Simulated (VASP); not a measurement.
# Cu (P6_3/mmc) in VASP: a series of runs, part 3 of 3

VASP 6.6.1. The steps go on from the part before.

## 5. Relaxation of cell and atoms, PBE, target pressure 260 GPa, at which the enthalpy is minimised

The input, INCAR:

```
SYSTEM = Cu
PREC = Accurate
ENCUT = 600
EDIFF = 1E-7
ISMEAR = -1
SIGMA = 0.1
LREAL = .FALSE.
LASPH = .TRUE.
NELM = 60
ALGO = Normal
ISIF = 3
LWAVE = .FALSE.
LCHARG = .FALSE.
GGA = PE
IBRION = 2
NSW = 32
EDIFFG = -0.005
PSTRESS = 2600.0
```

The input, KPOINTS:

```
regular mesh
0
G
  20 20 11
  0 0 0
```

The input, POSCAR:

```
Cu
1.0
    2.1593736630      0.0000000000      0.0000000000
   -1.0796868315      1.8700724484      0.0000000000
    0.0000000000      0.0000000000      3.5369174033
Cu
2
Direct
    0.3333333333      0.6666666667      0.2500000000
    0.6666666667      0.3333333333      0.7500000000
```

Potentials or basis: VASP PAW PBE potentials, release 64 (Cu).

On the command line:

```console
$ cat potpaw_PBE.64/Cu/POTCAR > POTCAR
$ mpirun -np 1 vasp_std > vasp.out
```

OUTCAR:

```text
SYSTEM = Cu
   PREC = Accurate
   ENCUT = 600
   EDIFF = 1E-7
   ISMEAR = -1
   LREAL = .FALSE.
   LASPH = .TRUE.
   NELM = 60
   ISIF = 3
   GGA = PE
   IBRION = 2
   NSW = 32
   EDIFFG = -0.005
   PSTRESS = 2600.0

 ion  position               nearest neighbor table
   1  0.333  0.667  0.250-   2 2.16   2 2.16   2 2.16   2 2.16   2 2.16   2 2.16
   2  0.667  0.333  0.750-   1 2.16   1 2.16   1 2.16   1 2.16   1 2.16   1 2.16

  LATTYP: Found a hexagonal cell.
 ALAT       =     2.1593736630
 C/A-ratio  =     1.6379367147

  Lattice vectors:

 A1 = (   2.1593736630,   0.0000000000,   0.0000000000)
 A2 = (  -1.0796868315,   1.8700724484,   0.0000000000)
 A3 = (   0.0000000000,   0.0000000000,   3.5369174033)

Analysis of symmetry for initial positions (statically):
=====================================================================
 Subroutine PRICEL returns:
 Original cell was already a primitive cell.

 Routine SETGRP: Setting up the symmetry group for a
 hexagonal supercell.

 Subroutine GETGRP returns: Found 24 space group operations
 (whereof 12 operations were pure point group operations)
 out of a pool of 24 trial point group operations.
[... 174 lines left out ...]
  Total       23.3748821     23.3748821     23.3709305      0.0000000      0.0000000      0.0000000
  in kB     2622.0976504   2622.0976503   2621.6543752      0.0000000      0.0000000      0.0000000
  external PRESSURE =      21.9498920 kB  Pullay stress =    2600.0000000 kB
[... 63 lines left out ...]
--------------------------------------- Ionic step        3  -------------------------------------------

 number of electron      22.0000008 magnetization

 Free energy of the ion-electron system (eV)
  ---------------------------------------------------
  ext. energy  EPLUGINS =         0.00000000
  ---------------------------------------------------
  free energy    TOTEN  =        -2.71125171 eV

  energy without entropy =       -2.69485888  energy(sigma->0) =       -2.70305529

 E-fermi :  15.9680     XC(G=0): -15.9251

 val. band max:       15.9477802040   @ k =   0.5000   0.0000   0.0000
 cond. band min:      15.9761315720   @ k =   0.3500   0.1500   0.2727
 fundamental gap:      0.0283513679
 Fermi energy:        15.9680139224

 k-point     1 :       0.0000    0.0000    0.0000
  band No.  band energies     occupation
      1       1.9007      2.00000
      2       6.8490      2.00000
      3      10.5423      2.00000
      4      10.6685      2.00000
      5      10.6685      2.00000
      6      11.1356      2.00000
      7      11.1356      2.00000
      8      11.7680      2.00000
      9      11.7680      2.00000
     10      13.0818      2.00000
     11      13.3418      2.00000
     12      13.3418      2.00000
     13      22.8999      0.00000
     14      40.8883      0.00000
[... 401 lines left out ...]
      2       8.1636      2.00000
      3       8.5503      2.00000
      4       9.3210      2.00000
      5      10.5794      2.00000
      6      10.6969      2.00000
      7      11.2269      2.00000
      8      12.1152      2.00000
      9      12.7313      2.00000
     10      13.2969      2.00000
     11      13.5413      2.00000
     12      21.5942      0.00000
     13      23.5416      0.00000
     14      28.5260      0.00000
     15      33.0898      0.00000

 [... further k-points ...]
[... 5 lines left out ...]
  --------------------------------------------------------------------------------------
  -------------------------------------------------------------------------------------
  Total       23.2231198     23.2231198     23.2202169     -0.0000000      0.0000000      0.0000000
  in kB     2600.1373356   2600.1373355   2599.8123171     -0.0000000      0.0000000      0.0000000
  external PRESSURE =       0.0289961 kB  Pullay stress =    2600.0000000 kB
[... 21 lines left out ...]
  energy  without entropy=       -2.6948588816  energy(sigma->0) =       -2.70305529

  enthalpy is  TOTEN    =        20.5106415297 eV   P V=       23.2218932370

 reached required accuracy - stopping structural energy minimisation
```

OSZICAR:

```text
N       E                     dE             d eps       ncg     rms          rms(c)
DAV:   1     0.118531772901E+03    0.11853E+03   -0.11735E+04  8780   0.333E+03
[... 22 lines left out ...]
       N       E                     dE             d eps       ncg     rms          rms(c)
DAV:   1    -0.276086119371E+01    0.22852E+00   -0.72096E-01  7927   0.255E+01    0.178E+00
DAV:   2    -0.271680580631E+01    0.44055E-01   -0.16834E-01  8718   0.141E+01    0.272E-01
DAV:   3    -0.271265019972E+01    0.41556E-02   -0.93199E-03  9572   0.298E+00    0.236E-01
DAV:   4    -0.271126062403E+01    0.13896E-02   -0.49022E-04 13292   0.495E-01    0.109E-02
DAV:   5    -0.271125538901E+01    0.52350E-05   -0.12272E-05  8676   0.416E-02    0.673E-03
DAV:   6    -0.271125166997E+01    0.37190E-05   -0.50271E-07 10297   0.187E-02    0.328E-04
DAV:   7    -0.271125170733E+01   -0.37353E-07   -0.11030E-08  4793   0.167E-03
   3 F= 0.20510642E+02 E0= 0.20518838E+02  d E =-.178752E-03
```

It took 3 min on 1 thread of Intel Xeon 8259CL, shared host; peak memory 0.18 GiB.

What came out:

| Item | Value |
| --- | --- |
| Free energy | -2.7113 eV |
| Relaxed volume | 7.15 Å³/atom |
| Relaxed cell | a = 2.161 Å, b = 2.161 Å, c = 3.539 Å, α = 90.00°, β = 90.00°, γ = 120.00° |
| Space group after relaxing (to 0.1 Å) | P6_3/mmc (No. 194) |
| Energy change on relaxing (the run minimises the enthalpy) | -22.1 meV/atom |
| Ionic steps | 3 |
| Pressure after relaxing | 260.0 GPa |
| Band gap on the k mesh | zero (bands 11 and 12 overlap by 8.24 eV) |

The path:
```
step  energy change (eV)  largest force (eV/Å)  pressure (GPa)  volume (Å³)
   1              0.0000                0.0000          262.19        14.28
   2             -0.3223                0.0000          246.35        14.49
   3             -0.0442                0.0000          260.00        14.31
```

Final structure:
```
Cu
1.0
     2.16075    0.00000    0.00000
    -1.08037    1.87126    0.00000
     0.00000    0.00000    3.53912
Cu
2
Direct
  0.33333 0.66667 0.25000
  0.66667 0.33333 0.75000
```

Caveat: the cell is relaxed towards a set pressure, so the run minimises the enthalpy, not the energy.

## 6. Overview

```tsv
task	cell	cutoff (eV)	gap on the mesh (eV)	pressure (GPa)
single point	a = 2.159, b = 2.159, c = 3.537 Å, angles 90.0, 90.0, 120.0°, 2 atoms	520	none	262.1
single point	a = 2.160, b = 2.160, c = 3.537 Å, angles 90.0, 90.0, 120.0°, 2 atoms	520	none	261.7
relaxation of cell and atoms	relaxed to 260 GPa from a = 2.167, b = 2.167, c = 3.510 Å, angles 90.0, 90.0, 120.0°, 2 atoms	600	none	260.0
relaxation of cell and atoms	relaxed to 260 GPa from a = 2.159, b = 2.159, c = 3.537 Å, angles 90.0, 90.0, 120.0°, 2 atoms	600	none	260.0
```

Alike in all rows: level PBE; potentials or basis VASP PAW PBE potentials, release 64 (Cu); no spin polarisation; k mesh 20 × 20 × 11; smearing fermi-dirac 0.1 eV.

Caveats: the cell stands under pressure (at least some runs); the cell is relaxed towards a set pressure, so the run minimises the enthalpy, not the energy (at least some runs).

Total energies depend on the potentials used, so only differences within one code and one set of settings carry meaning.
